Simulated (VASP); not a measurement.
Write the native input for VASP 6.6.1 that does the following.

```
Task                               : single point
Functional                         : PBE0
Potentials or basis                : VASP PAW PBE potentials, release 64 (Hf_pv, O)
Cutoff                             : 520 eV
k mesh                             : 4 × 4 × 4
Occupations                        : gaussian, width 0.01 eV
Spin                               : no spin polarisation
Dipole correction                  : no
Grid for exact exchange (PRECFOCK) : Normal
Further INCAR settings             : ALGO = Normal; EDIFF = 1e-06; NBANDS = 31
Share of exact exchange            : 0.25
```

HfO2:

```xyz
6
Lattice="3.5767 0.0000 0.0000 0.0000 3.5767 0.0000 0.0000 0.0000 5.2022" Properties=species:S:1:pos:R:3 pbc="T T T"
Hf    0.0000    0.0000    0.0000
Hf    1.7883    1.7883    2.6011
O     0.0000    1.7883    1.5804
O     0.0000    1.7883    4.1815
O     1.7883    0.0000    3.6218
O     1.7883    0.0000    1.0207
```

The input as run:

POSCAR

```
HfO2
1.0
    3.5766923096      0.0000000000      0.0000000000
    0.0000000000      3.5766923096      0.0000000000
    0.0000000000      0.0000000000      5.2022212706
Hf O
2 4
Direct
    0.0000000000      0.0000000000      0.0000000000
    0.5000000000      0.5000000000      0.5000000000
    0.0000000000      0.5000000000      0.3037893705
    0.0000000000      0.5000000000      0.8037893705
    0.5000000000      0.0000000000      0.6962106295
    0.5000000000      0.0000000000      0.1962106295
```

INCAR.step1

```
PREC = Accurate ; ENCUT = 520
EDIFF = 1E-5 ; ISMEAR = 0
SIGMA = 0.01 ; LREAL = F
LASPH = T ; NELM = 120
ALGO = Normal ; ISIF = 2
LWAVE = T ; LCHARG = F
GGA = PE ; NBANDS = 31
GGA_COMPAT = F ; KPAR = 4
```

INCAR.step2

```
PREC = Accurate ; ENCUT = 520
EDIFF = 1E-6 ; ISMEAR = 0
SIGMA = 0.01 ; LREAL = F
LASPH = T ; NELM = 120
ALGO = Normal ; ISIF = 2
LWAVE = F ; LCHARG = F
GGA = PE ; LHFCALC = T
AEXX = 0.25 ; PRECFOCK = Normal
ISTART = 1 ; NBANDS = 31
GGA_COMPAT = F ; KPAR = 4
```

KPOINTS

```
Automatic mesh
0
Gamma
  4 4 4
```

Potentials or basis: VASP PAW PBE potentials, release 64 (Hf_pv, O).

The run is started by

```sh
$ cat potpaw_PBE.64/Hf_pv/POTCAR potpaw_PBE.64/O/POTCAR > POTCAR
$ cp INCAR.step1 INCAR
$ mpirun -np 4 vasp_std > vasp.out
$ cp INCAR.step2 INCAR
$ mpirun -np 4 vasp_std > vasp.out
```

Results of the run:

```
Pressure               : -4.6 GPa
Largest force          : 0.056 eV/Å
Band gap on the k mesh : 7.07 eV (least direct gap 7.15 eV)
```

Caveat: the k points lie up to 0.44 Å⁻¹ apart; the PAW data sets were made with another functional, which shifts forces and pressure a little; spin-orbit coupling is left out, which moves the levels of the heavy elements.

Run time: 40 min on 4 MPI ranks on Intel(R) Xeon(R) Platinum 8259CL CPU @ 2.50GHz (Skylake/Cascade Lake), with other jobs on the host, peak memory 0.21 GiB a rank.
